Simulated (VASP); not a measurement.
# SnO2 (C222_1) in VASP: further runs, part 2 of 2

VASP 6.6.1. The steps go on from the part before.

## (4) Single point, PBE+D3(BJ)

This run uses another cell than the first one, of 14.25 Å³/atom, 0.950 times its volume.

Input file INCAR:

```
SYSTEM = SnO2
PREC = Accurate
ENCUT = 520
EDIFF = 1E-7
ISMEAR = 0
SIGMA = 0.05
LREAL = .FALSE.
LASPH = .TRUE.
NELM = 100
ALGO = Normal
ISIF = 2
LWAVE = .FALSE.
LCHARG = .FALSE.
GGA = PE
IVDW = 12
NBANDS = 35
```

Input file KPOINTS:

```
Automatic mesh
0
G
  12 12 4
  0 0 0
```

Input file POSCAR:

```
SnO2
1.0
    3.1309003151      0.0000000000      0.0000000000
   -1.5654501576      2.7114392096      0.0000000000
    0.0000000000      0.0000000000     10.0747363625
Sn O
2 4
Direct
   -0.0389919738      0.0000000000      0.5000000000
    0.0389919738      0.0000000000      0.0000000000
    0.6271796222      0.3333333333      0.4017901351
    0.7061537111      0.3333333333      0.0982098649
    0.2938462889      0.6666666667      0.5982098649
    0.3728203778      0.6666666667      0.9017901351
```

Potentials or basis: VASP PAW PBE potentials, release 64 (Sn_d, O).

On the command line:

```
$ cat potpaw_PBE.64/Sn_d/POTCAR potpaw_PBE.64/O/POTCAR > POTCAR
$ mpirun -np 1 vasp_std > vasp.out
```

OUTCAR:

```text
SYSTEM = SnO2
   PREC = Accurate
   ENCUT = 520
   EDIFF = 1E-7
   ISMEAR = 0
   LREAL = .FALSE.
   LASPH = .TRUE.
   NELM = 100
   ISIF = 2
   GGA = PE
   IVDW = 12
 IVDW          = 12

 ion  position               nearest neighbor table
   1  0.961  0.000  0.500-   3 2.06   5 2.06   3 2.06   5 2.06   5 2.06   3 2.06
   2  0.039  0.000  0.000-   6 2.06   4 2.06   6 2.06   4 2.06   4 2.06   6 2.06
   3  0.627  0.333  0.402-   1 2.06   1 2.06   1 2.06
   4  0.706  0.333  0.098-   2 2.06   2 2.06   2 2.06
   5  0.294  0.667  0.598-   1 2.06   1 2.06   1 2.06
   6  0.373  0.667  0.902-   2 2.06   2 2.06   2 2.06

  LATTYP: Found a hexagonal cell.
 ALAT       =     3.1309003151
 C/A-ratio  =     3.2178400296

  Lattice vectors:

 A1 = (   3.1309003151,   0.0000000000,   0.0000000000)
 A2 = (  -1.5654501576,   2.7114392096,   0.0000000000)
 A3 = (   0.0000000000,   0.0000000000,  10.0747363625)

Analysis of symmetry for initial positions (statically):
=====================================================================
 Subroutine PRICEL returns:
 Original cell was already a primitive cell.

 Routine SETGRP: Setting up the symmetry group for a
 hexagonal supercell.

 Subroutine GETGRP returns: Found  4 space group operations
 (whereof  2 operations were pure point group operations)
 out of a pool of 24 trial point group operations.

The static configuration has the point symmetry C_2 .
 The point group associated with its full space group is D_2 .

Analysis of symmetry for dynamics (positions and initial velocities):
=====================================================================
 Subroutine PRICEL returns:
 Original cell was already a primitive cell.

 Routine SETGRP: Setting up the symmetry group for a
 hexagonal supercell.

 Subroutine GETGRP returns: Found  4 space group operations
 (whereof  2 operations were pure point group operations)
 out of a pool of 24 trial point group operations.

The dynamic configuration has the point symmetry C_2 .
 The point group associated with its full space group is D_2 .

[... 130 lines left out ...]
   LORBIT       =      0    0 simple, 1 ext, 2 COOP (PROOUT), +10 PAW based schemes
   GGA     = PE    functional components
   LHFCALC =     F    Hartree Fock is set to
   AEXX    =    0.0000 exact exchange contribution
   IVDW    =    12    specifies the selected vdW correction
   LEPSILON=     F    determine dielectric tensor
   LRPA    =     F    only Hartree local field effects (RPA)
 non-spin polarized calculation
 Gauss-broadening in eV      SIGMA  =   0.05
  energy-cutoff  :      520.00
  volume of cell :       85.53
 maximum number of plane-waves:      2324
   NGX = 11   NGY = 11   NGZ = 37

 number of electron      52.0000000 magnetization

 Free energy of the ion-electron system (eV)
  ---------------------------------------------------
  ext. energy  EPLUGINS =         0.00000000
  ---------------------------------------------------
  free energy    TOTEN  =       -35.94739900 eV

  energy without entropy =      -35.94739900  energy(sigma->0) =      -35.94739900

 E-fermi :   3.6607     XC(G=0):  -9.8847

 val. band max:        3.4530032821   @ k =   0.2500   0.2500   0.0000
 cond. band min:       6.0127846859   @ k =   0.0000   0.0000   0.0000
 fundamental gap:      2.5597814038
 Fermi energy:         3.6607392022

 k-point     1 :       0.0000    0.0000    0.0000
  band No.  band energies     occupation
      1     -16.7470      2.00000
      2     -16.7419      2.00000
      3     -16.3448      2.00000
      4     -16.3448      2.00000
      5     -16.3447      2.00000
      6     -16.3447      2.00000
[... 901 lines left out ...]
     34      15.7014      0.00000
     35      15.9728      0.00000

 [... further k-points ...]

------------------------ aborting loop because EDIFF is reached ----------------------------------------

 Edisp (eV)   -1.07100

 E8    (eV) :    -0.4201

  FORCE on cell =-STRESS in cart. coord.  units (eV):
  Direction    XX          YY          ZZ          XY          YZ          ZX
  --------------------------------------------------------------------------------------
  -------------------------------------------------------------------------------------
  Total       8.45820     8.44230     4.07304    -0.00000     0.00000     0.00000
  in kB     158.44768   158.14986    76.30038    -0.00000     0.00000     0.00000
  external pressure =      130.97 kB  Pullay stress =        0.00 kB

 VOLUME and BASIS-vectors are now :
 -----------------------------------------------------------------------------
  energy-cutoff  :      520.00
  volume of cell :       85.53
      direct lattice vectors                 reciprocal lattice vectors
     3.130900315  0.000000000  0.000000000     0.319396946  0.184403913  0.000000000
    -1.565450158  2.711439210  0.000000000     0.000000000  0.368807826  0.000000000
     0.000000000  0.000000000 10.074736362     0.000000000  0.000000000  0.099258180

 POSITION                                       TOTAL-FORCE (eV/Angst)
 -----------------------------------------------------------------------------------
      3.00882      0.00000      5.03737        -0.034078      0.000000      0.000000
      0.12208      0.00000      0.00000         0.034078      0.000000      0.000000
      1.44182      0.90381      4.04793        -0.001385     -0.000544     -1.014619
      1.68908      0.90381      0.98944         0.001385     -0.000544      1.014619
     -0.12363      1.80763      6.02681        -0.001385      0.000544      1.014619
      0.12363      1.80763      9.08530         0.001385      0.000544     -1.014619
 -----------------------------------------------------------------------------------
    total drift:                                0.000000      0.000000     -0.000000

  FREE ENERGIE OF THE ION-ELECTRON SYSTEM (eV)
  ---------------------------------------------------
  free  energy   TOTEN  =       -37.0184013943 eV

  energy  without entropy=      -37.0184013943  energy(sigma->0) =      -37.01840139
```

It took 4.7 min on 1 thread of Intel Xeon Platinum 8488C (Sapphire Rapids), shared host; peak memory 0.42 GiB.

What came out:

| Item | Value |
| --- | --- |
| Free energy | -37.0184 eV |
| Pressure | 13.1 GPa |
| Largest force | 1.015 eV/Å |
| Band gap on the k mesh | 2.56 eV, indirect (least direct gap 3.05 eV) |
| Dispersion energy per atom | -0.178 eV |

Forces in eV/Å, atoms in the order of the input:
```
Sn  -0.034  0.000  0.000
Sn   0.034  0.000  0.000
O   -0.001 -0.001 -1.015
O    0.001 -0.001  1.015
O   -0.001  0.001  1.015
O    0.001  0.001 -1.015
```

Caveat: spin-orbit coupling is left out, which moves the levels of the heavy elements; forces of over 1 eV/Å act on the atoms, so gaps and moduli don't describe the material at rest. A k mesh can miss the band edges.

## (5) Single point, PBE+D3(BJ)

This run uses another cell than the first one, of 14.25 Å³/atom, 0.950 times its volume.

Input file INCAR:

```
SYSTEM = SnO2
  PREC = Accurate
  ENCUT = 520
  EDIFF = 1E-7
  ISMEAR = 0
  SIGMA = 0.05
  LREAL = .False.
  LASPH = .True.
  NELM = 100
  ALGO = Normal
  ISIF = 2
  LWAVE = .False.
  LCHARG = .False.
  GGA = PE
  IVDW = 12
  NBANDS = 35
```

Input file KPOINTS:

```
regular mesh
0
Gamma
  12 12 4
  0 0 0
```

Input file POSCAR:

```
SnO2
1.0
    3.1309003151      0.0000000000      0.0000000000
   -1.5654501576      2.7114392096      0.0000000000
    0.0000000000      0.0000000000     10.0747363625
Sn O
2 4
Direct
   -0.1949598692      0.0000000000      0.5000000000
    0.1949598692      0.0000000000      0.0000000000
    0.4692314443      0.3333333333      0.4017901351
    0.8641018891      0.3333333333      0.0982098649
    0.1358981109      0.6666666667      0.5982098649
    0.5307685557      0.6666666667      0.9017901351
```

Potentials or basis: VASP PAW PBE potentials, release 64 (Sn_d, O).

On the command line:

```
$ cat potpaw_PBE.64/Sn_d/POTCAR potpaw_PBE.64/O/POTCAR > POTCAR
$ mpirun -np 1 vasp_std > vasp.out
```

OUTCAR:

```text
SYSTEM = SnO2
   PREC = Accurate
   ENCUT = 520
   EDIFF = 1E-7
   ISMEAR = 0
   LREAL = .False.
   LASPH = .True.
   NELM = 100
   ISIF = 2
   GGA = PE
   IVDW = 12
 IVDW          = 12

 ion  position               nearest neighbor table
   1  0.805  0.000  0.500-   5 2.05   3 2.05   3 2.06   5 2.06   3 2.07   5 2.07
   2  0.195  0.000  0.000-   4 2.05   6 2.05   6 2.06   4 2.06   6 2.07   4 2.07
   3  0.469  0.333  0.402-   1 2.05   1 2.06   1 2.07
   4  0.864  0.333  0.098-   2 2.05   2 2.06   2 2.07
   5  0.136  0.667  0.598-   1 2.05   1 2.06   1 2.07
   6  0.531  0.667  0.902-   2 2.05   2 2.06   2 2.07
[... 1125 lines left out ...]
  -------------------------------------------------------------------------------------
  Total       8.72070     8.49073     3.32437    -0.00000     0.00000     0.00000
  in kB     163.36512   159.05703    62.27553    -0.00000     0.00000     0.00000
  external pressure =      128.23 kB  Pullay stress =        0.00 kB

 VOLUME and BASIS-vectors are now :
 -----------------------------------------------------------------------------
  energy-cutoff  :      520.00
  volume of cell :       85.53
      direct lattice vectors                 reciprocal lattice vectors
     3.130900315  0.000000000  0.000000000     0.319396946  0.184403913  0.000000000
    -1.565450158  2.711439210  0.000000000     0.000000000  0.368807826  0.000000000
     0.000000000  0.000000000 10.074736362     0.000000000  0.000000000  0.099258180

 POSITION                                       TOTAL-FORCE (eV/Angst)
 -----------------------------------------------------------------------------------
      2.52050      0.00000      5.03737        -0.158390     -0.000000      0.000000
      0.61040      0.00000      0.00000         0.158390     -0.000000      0.000000
      0.94730      0.90381      4.04793         0.055917     -0.007498     -1.066971
      2.18360      0.90381      0.98944        -0.055917     -0.007498      1.066971
     -0.61815      1.80763      6.02681         0.055917      0.007498      1.066971
      0.61815      1.80763      9.08530        -0.055917      0.007498     -1.066971
 -----------------------------------------------------------------------------------
    total drift:                               -0.000000     -0.000000     -0.000000

  FREE ENERGIE OF THE ION-ELECTRON SYSTEM (eV)
  ---------------------------------------------------
  free  energy   TOTEN  =       -37.0812613225 eV

  energy  without entropy=      -37.0812613225  energy(sigma->0) =      -37.08126132
```

OSZICAR:

```text
N       E                     dE             d eps       ncg     rms          rms(c)
DAV:   1     0.653131639833E+03    0.65313E+03   -0.24900E+04  9747   0.221E+03
DAV:   2     0.617161158912E+02   -0.59142E+03   -0.55542E+03  9934   0.597E+02
DAV:   3    -0.370120701057E+02   -0.98728E+02   -0.97189E+02 10007   0.210E+02
DAV:   4    -0.420093201682E+02   -0.49973E+01   -0.49669E+01 11334   0.523E+01
DAV:   5    -0.421313616511E+02   -0.12204E+00   -0.12190E+00 10798   0.855E+00    0.159E+01
DAV:   6    -0.359250874494E+02    0.62063E+01   -0.17748E+01 14003   0.640E+01    0.661E+00
DAV:   7    -0.360425668392E+02   -0.11748E+00   -0.22021E+00  9691   0.844E+00    0.327E+00
DAV:   8    -0.360136639580E+02    0.28903E-01   -0.15394E-01 13801   0.434E+00    0.995E-01
DAV:   9    -0.360086320588E+02    0.50319E-02   -0.35741E-02 14266   0.299E+00    0.127E-01
DAV:  10    -0.360096822015E+02   -0.10501E-02   -0.47763E-03 10764   0.621E-01    0.527E-02
DAV:  11    -0.360098842771E+02   -0.20208E-03   -0.32944E-04 12698   0.179E-01    0.170E-02
DAV:  12    -0.360098901787E+02   -0.59016E-05   -0.41741E-05 12817   0.433E-02    0.116E-02
DAV:  13    -0.360098896136E+02    0.56516E-06   -0.10334E-05 12182   0.568E-02    0.104E-03
DAV:  14    -0.360098892883E+02    0.32526E-06   -0.10203E-06 12809   0.101E-02    0.533E-04
DAV:  15    -0.360098891877E+02    0.10062E-06   -0.80227E-08  7285   0.228E-03    0.416E-04
DAV:  16    -0.360098892127E+02   -0.24963E-07   -0.12035E-08  5642   0.107E-03
   1 F= -.37081261E+02 E0= -.37081261E+02  d E =-.585787E-11
```

It took 5.5 min on 1 thread of Intel Xeon Platinum 8488C (Sapphire Rapids), shared host; peak memory 0.43 GiB.

Results:

| Quantity | Value |
| --- | --- |
| Free energy | -37.0813 eV |
| Pressure | 12.8 GPa |
| Largest force | 1.068 eV/Å |
| Band gap on the k mesh | 2.69 eV, indirect (least direct gap 3.11 eV) |
| Dispersion energy per atom | -0.179 eV |

Forces on the atoms (eV/Å):
```
Sn  -0.158  0.000  0.000
Sn   0.158  0.000  0.000
O    0.056 -0.007 -1.067
O   -0.056 -0.007  1.067
O    0.056  0.007  1.067
O   -0.056  0.007 -1.067
```

Caveat: spin-orbit coupling is left out, which moves the levels of the heavy elements; forces of over 1 eV/Å act on the atoms, so gaps and moduli don't describe the material at rest.

## (6) The runs side by side

```csv
cell,gap on the mesh (eV),pressure (GPa),largest force (eV/Å)
"a = 3.185, b = 3.185, c = 10.247 Å, angles 90.0, 90.0, 120.0°, 6 atoms",2.31,4.0,0.38
"a = 3.211, b = 3.211, c = 10.333 Å, angles 90.0, 90.0, 120.0°, 6 atoms",2.12,0.4,0.08
"a = 3.131, b = 3.131, c = 10.075 Å, angles 90.0, 90.0, 120.0°, 6 atoms",2.69,12.8,1.07
```

Some of these runs hold the atoms at other places in the same cell, which the table doesn't show; runs alike in all that it shows share one row.

Alike in all rows: task single point; level PBE+D3(BJ); potentials or basis VASP PAW PBE potentials, release 64 (Sn_d, O); no spin polarisation; k mesh 12 × 12 × 4; cutoff (eV) 520; smearing gaussian 0.05 eV.

Caveats: spin-orbit coupling is left out, which moves the levels of the heavy elements; forces of over 1 eV/Å act on the atoms, so gaps and moduli don't describe the material at rest (some runs).

Absolute energies hang on the potentials; compare differences alone.
